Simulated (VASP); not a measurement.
# SiPb (CsCl type) (Pm-3m) in VASP: a series of runs

The runs below take SiPb (CsCl type) through single point, with PBEsol.

Program: VASP 6.6.1. These are calculated values, not measurements. Logs are shortened: lines on timing, memory, paths and dates and some standing lists are left out, and cuts for length are marked.

### 1 The cell of the first run

It takes space group Pm-3m (No. 221, cubic). The conventional cell has a = 2.743 Å, b = 2.743 Å, c = 2.743 Å, α = 90.00°, β = 90.00°, γ = 90.00°. Pb (site symmetry m-3m) has 8 Si at 2.38 Å and 6 Pb at 2.74 Å within 3.1 Å. Within 3.1 Å of Si (site symmetry m-3m) lie 8 Pb at 2.38 Å and 6 Si at 2.74 Å.

### 2 Single point, PBEsol, collinear spin, zero start

File INCAR:

```
SYSTEM = SiPb
ALGO = Normal ; EDIFF = 1E-6
ENCUT = 520 ; GGA = PS
ISIF = 2 ; ISMEAR = -1
ISPIN = 2 ; LASPH = .TRUE.
LCHARG = .FALSE. ; LORBIT = 11
LREAL = .FALSE. ; LWAVE = .FALSE.
MAGMOM = 0 0 ; NBANDS = 20
NELM = 150 ; PREC = Accurate
SIGMA = 0.08
```

File KPOINTS:

```
k-points
0
G
  11 11 11
  0 0 0
```

File POSCAR:

```
SiPb
1.0
    2.7433912084      0.0000000000      0.0000000000
    0.0000000000      2.7433912084      0.0000000000
    0.0000000000      0.0000000000      2.7433912084
Pb Si
1 1
Direct
    0.0000000000      0.0000000000      0.0000000000
    0.5000000000      0.5000000000      0.5000000000
```

Potentials or basis: VASP PAW PBE potentials, release 64 (Pb_d, Si).

On the command line:

```sh
> cat potpaw_PBE.64/Pb_d/POTCAR potpaw_PBE.64/Si/POTCAR > POTCAR
> mpirun -np 1 vasp_std > vasp.out
```

OUTCAR:

```text
SYSTEM = SiPb
   EDIFF = 1E-6
   ENCUT = 520
   GGA = PS
   ISIF = 2
   ISMEAR = -1
   ISPIN = 2
   LASPH = .TRUE.
   LORBIT = 11
   LREAL = .FALSE.
   NELM = 150
   PREC = Accurate

 ion  position               nearest neighbor table
   1  0.000  0.000  0.000-   2 2.38   2 2.38   2 2.38   2 2.38   2 2.38   2 2.38   2 2.38   2 2.38

   2  0.500  0.500  0.500-   1 2.38   1 2.38   1 2.38   1 2.38   1 2.38   1 2.38   1 2.38   1 2.38

  LATTYP: Found a simple cubic cell.
 ALAT       =     2.7433912084

  Lattice vectors:

 A1 = (   2.7433912084,   0.0000000000,   0.0000000000)
 A2 = (   0.0000000000,   2.7433912084,   0.0000000000)
 A3 = (   0.0000000000,   0.0000000000,   2.7433912084)

Analysis of symmetry for initial positions (statically):
=====================================================================
 Subroutine PRICEL returns:
 Original cell was already a primitive cell.

 Routine SETGRP: Setting up the symmetry group for a
 simple cubic supercell.

 Subroutine GETGRP returns: Found 48 space group operations
 (whereof 48 operations were pure point group operations)
 out of a pool of 48 trial point group operations.

The static configuration has the point symmetry O_h .

Analysis of symmetry for dynamics (positions and initial velocities):
=====================================================================
 Subroutine PRICEL returns:
 Original cell was already a primitive cell.

 Routine SETGRP: Setting up the symmetry group for a
 simple cubic supercell.

 Subroutine GETGRP returns: Found 48 space group operations
 (whereof 48 operations were pure point group operations)
 out of a pool of 48 trial point group operations.

The dynamic configuration has the point symmetry O_h .

Analysis of structural, dynamic, and magnetic symmetry:
=====================================================================
 Subroutine PRICEL returns:
 Original cell was already a primitive cell.

 Routine SETGRP: Setting up the symmetry group for a
 simple cubic supercell.

 Subroutine GETGRP returns: Found 48 space group operations
 (whereof 48 operations were pure point group operations)
 out of a pool of 48 trial point group operations.

The overall configuration has the point symmetry O_h .

 Subroutine INISYM returns: Found 48 space group operations
 (whereof 48 operations are pure point group operations),
 and found     1 'primitive' translations

----------------------------------------------------------------------------------------

                                     Primitive cell

  volume of cell :      20.6473

  direct lattice vectors                    reciprocal lattice vectors
     2.743391208  0.000000000  0.000000000     0.364512359  0.000000000  0.000000000
     0.000000000  2.743391208  0.000000000     0.000000000  0.364512359  0.000000000
     0.000000000  0.000000000  2.743391208     0.000000000  0.000000000  0.364512359

  length of vectors
     2.743391208  2.743391208  2.743391208     0.364512359  0.364512359  0.364512359

  position of ions in fractional coordinates (direct lattice)
     0.000000000  0.000000000  0.000000000
     0.500000000  0.500000000  0.500000000

  ion indices of the primitive-cell ions
   primitive index   ion index
                 1           1
                 2           2

----------------------------------------------------------------------------------------

 KPOINTS: k-points

Automatic generation of k-mesh.
 Grid dimensions read from file:
 generate k-points for:   11   11   11

 Generating k-lattice:

  Cartesian coordinates                     Fractional coordinates (reciprocal lattice)
     0.033137487  0.000000000  0.000000000     0.090909091  0.000000000  0.000000000
     0.000000000  0.033137487  0.000000000     0.000000000  0.090909091  0.000000000
     0.000000000  0.000000000  0.033137487     0.000000000  0.000000000  0.090909091

  Length of vectors
     0.033137487  0.033137487  0.033137487

  Shift w.r.t. Gamma in fractional coordinates (k-lattice)
     0.000000000  0.000000000  0.000000000

 Subroutine IBZKPT returns following result:
 ===========================================

 Found     56 irreducible k-points:

 Following reciprocal coordinates:
            Coordinates               Weight
  0.000000  0.000000  0.000000      1.000000
  0.090909  0.000000  0.000000      6.000000
  0.181818  0.000000  0.000000      6.000000
  0.272727  0.000000  0.000000      6.000000
  0.363636  0.000000  0.000000      6.000000
  0.454545  0.000000  0.000000      6.000000
[... 16 lines left out ...]
  0.181818  0.090909  0.090909     24.000000
  0.272727  0.090909  0.090909     24.000000
 [... further k-points ...]
   k-points           NKPTS =     56   k-points in BZ     NKDIM =     56   number of bands    NBANDS=     20
   number of dos      NEDOS =    301   number of ions     NIONS =      2
   total plane-waves  NPLWV =   8000
   dimension x,y,z NGX =    20 NGY =   20 NGZ =   20
   dimension x,y,z NGXF=    40 NGYF=   40 NGZF=   40
   ions per type =               1   1
   NGX,Y,Z   is equivalent  to a cutoff of  12.12, 12.12, 12.12 a.u.
   NGXF,Y,Z  is equivalent  to a cutoff of  24.24, 24.24, 24.24 a.u.
 SYSTEM =  SiPb
   PREC   = accura    normal or accurate (medium, high low for compatibility)
   ISTART =      0    job   : 0-new  1-cont  2-samecut
   ICHARG =      2    charge: 1-file 2-atom 10-const
   ISPIN  =      2    spin polarized calculation?
   LNONCOLLINEAR =      F non collinear calculations
   LSORBIT =      F    spin-orbit coupling
   LASPH  =      T    aspherical Exc in radial PAW
   ENCUT  =  520.0 eV  38.22 Ry    6.18 a.u.   5.10  5.10  5.10*2*pi/ulx,y,z
   NELM   =    150;   NELMIN=  2; NELMDL= -5     # of ELM steps
   EDIFF  = 0.1E-05   stopping-criterion for ELM
   LREAL  =      F    real-space projection
[... 7 lines left out ...]
   TEBEG  =    0.0;   TEEND  =   0.0 temperature during run
   PSTRESS=    0.0 pullay stress
   NELECT =      18.0000    total number of electrons
   NUPDOWN=      -1.0000    fix difference up-down
   EMIN   =  10.00;   EMAX   =-10.00  energy-range for DOS
   EFERMI =   0.00;   METHOD = LEGACY
   ISMEAR =    -1;   SIGMA  =   0.08  broadening in eV -4-tet -1-fermi 0-gaus
   EFERMI_NEDOS =   21; number of points for ismear=-14 and -15
   IALGO  =     38    algorithm
   IMIX   =      4    mixing-type and parameters
     AMIX     =   0.40;   BMIX     =  1.00
     AMIX_MAG =   1.60;   BMIX_MAG =  1.00
  volume/ion in A,a.u.               =      10.32        69.67
  Fermi-wavevector in a.u.,A,eV,Ry     =   1.563908  2.955358 33.277250  2.445809
  Thomas-Fermi vector in A             =   2.666610
   LORBIT       =     11    0 simple, 1 ext, 2 COOP (PROOUT), +10 PAW based schemes
   GGA     = PS    functional components
   LHFCALC =     F    Hartree Fock is set to
   AEXX    =    0.0000 exact exchange contribution
   IVDW    =     0    specifies the selected vdW correction
   LEPSILON=     F    determine dielectric tensor
   LRPA    =     F    only Hartree local field effects (RPA)
 spin polarized calculation
  energy-cutoff  :      520.00
  volume of cell :       20.65
 maximum number of plane-waves:       587
   NGX = 11   NGY = 11   NGZ = 11

 number of electron      17.9999988 magnetization      -0.0000262

 number of electron      17.9999988 magnetization       0.0000626

 Free energy of the ion-electron system (eV)
  ---------------------------------------------------
  ext. energy  EPLUGINS =         0.00000000
  ---------------------------------------------------
  free energy    TOTEN  =         2.81095660 eV

  energy without entropy =        2.83124366  energy(sigma->0) =        2.82110013

 E-fermi :  21.8790     XC(G=0): -14.7410

 val. band max:       21.8648542221   @ k =   0.4545   0.1818   0.0000
 cond. band min:      21.8830701292   @ k =   0.4545   0.4545   0.3636
 fundamental gap:      0.0182159071
 Fermi energy:        21.8789654545

 spin component 1

 k-point     1 :       0.0000    0.0000    0.0000
  band No.  band energies     occupation
      1       0.1216      1.00000
      2       0.9209      1.00000
      3       0.9209      1.00000
      4       3.1513      1.00000
      5       3.1513      1.00000
      6       3.1513      1.00000
[... 12 lines left out ...]
     19      42.5860      0.00000
     20      42.5860      0.00000

 k-point     2 :       0.0909    0.0000    0.0000
  band No.  band energies     occupation
      1       0.3031      1.00000
      2       0.9418      1.00000
      3       1.0351      1.00000
      4       3.0780      1.00000
      5       3.0780      1.00000
      6       3.1598      1.00000
[... 498 lines left out ...]
 k-point    24 :       0.2727    0.0909    0.0909
  band No.  band energies     occupation
      1       1.2375      1.00000
      2       1.2922      1.00000
      3       2.1980      1.00000
      4       2.5628      1.00000
      5       3.0319      1.00000
      6       3.1458      1.00000
[... 12 lines left out ...]
     19      41.5320      0.00000
     20      45.8459      0.00000

 [... further k-points ...]

 spin component 2

 k-point     1 :       0.0000    0.0000    0.0000
  band No.  band energies     occupation
      1       0.1217      1.00000
      2       0.9208      1.00000
      3       0.9208      1.00000
      4       3.1514      1.00000
      5       3.1514      1.00000
      6       3.1514      1.00000
[... 12 lines left out ...]
     19      42.5859      0.00000
     20      42.5859      0.00000

 k-point     2 :       0.0909    0.0000    0.0000
  band No.  band energies     occupation
      1       0.3031      1.00000
      2       0.9417      1.00000
      3       1.0350      1.00000
      4       3.0780      1.00000
      5       3.0780      1.00000
      6       3.1599      1.00000
[... 498 lines left out ...]
 k-point    24 :       0.2727    0.0909    0.0909
  band No.  band energies     occupation
      1       1.2374      1.00000
      2       1.2921      1.00000
      3       2.1980      1.00000
      4       2.5629      1.00000
      5       3.0319      1.00000
      6       3.1458      1.00000
[... 12 lines left out ...]
     19      41.5320      0.00000
     20      45.8456      0.00000

 [... further k-points ...]
[... 5 lines left out ...]
  --------------------------------------------------------------------------------------
  -------------------------------------------------------------------------------------
  Total       39.5880329     39.5880329     39.5880329      0.0000000     -0.0000000     -0.0000000
  in kB     3071.9297329   3071.9297329   3071.9297329      0.0000000     -0.0000000     -0.0000000
  external PRESSURE =    3071.9297329 kB  Pullay stress =       0.0000000 kB

 VOLUME and BASIS-vectors are now :
 -----------------------------------------------------------------------------
  energy-cutoff  :      520.00
  volume of cell :       20.65
      direct lattice vectors                 reciprocal lattice vectors
     2.743391208  0.000000000  0.000000000     0.364512359  0.000000000  0.000000000
     0.000000000  2.743391208  0.000000000     0.000000000  0.364512359  0.000000000
     0.000000000  0.000000000  2.743391208     0.000000000  0.000000000  0.364512359

 POSITION                                       TOTAL-FORCE (eV/Angst)
 -----------------------------------------------------------------------------------
      0.00000      0.00000      0.00000         0.000000      0.000000      0.000000
      1.37170      1.37170      1.37170         0.000000      0.000000      0.000000
 -----------------------------------------------------------------------------------
    total drift:                                0.000000      0.000000      0.000000

  FREE ENERGIE OF THE ION-ELECTRON SYSTEM (eV)
  ---------------------------------------------------
  free  energy   TOTEN  =         2.8109565964 eV

  energy  without entropy=        2.8312436639  energy(sigma->0) =        2.82110013

 total charge

# of ion       s       p       d       tot
------------------------------------------
    1        1.401   1.756  10.202  13.359
    2        0.946   1.133   0.000   2.079
--------------------------------------------------
tot          2.347   2.889  10.202  15.438

 magnetization (x)

# of ion       s       p       d       tot
------------------------------------------
    1       -0.000  -0.000  -0.000  -0.000
    2       -0.000  -0.000   0.000  -0.000
--------------------------------------------------
tot         -0.000  -0.000  -0.000  -0.000
```

It took 22 s on 1 thread of Intel Xeon 6975P-C, shared host; peak memory 0.16 GiB.

Results:

* Free energy: 2.8110 eV
* Pressure: 307.2 GPa
* Band gap on the k mesh: zero (filled and empty bands overlap)
* Net moment: 0.00 μB per cell
* Valence electrons inside the program's atomic spheres: Pb 13.36; Si 2.08

Caveat: the PAW data sets were made with another functional, which shifts forces and pressure a little; spin-orbit coupling is left out, which moves the levels of the heavy elements.

(Continued in part 2 of 2.)
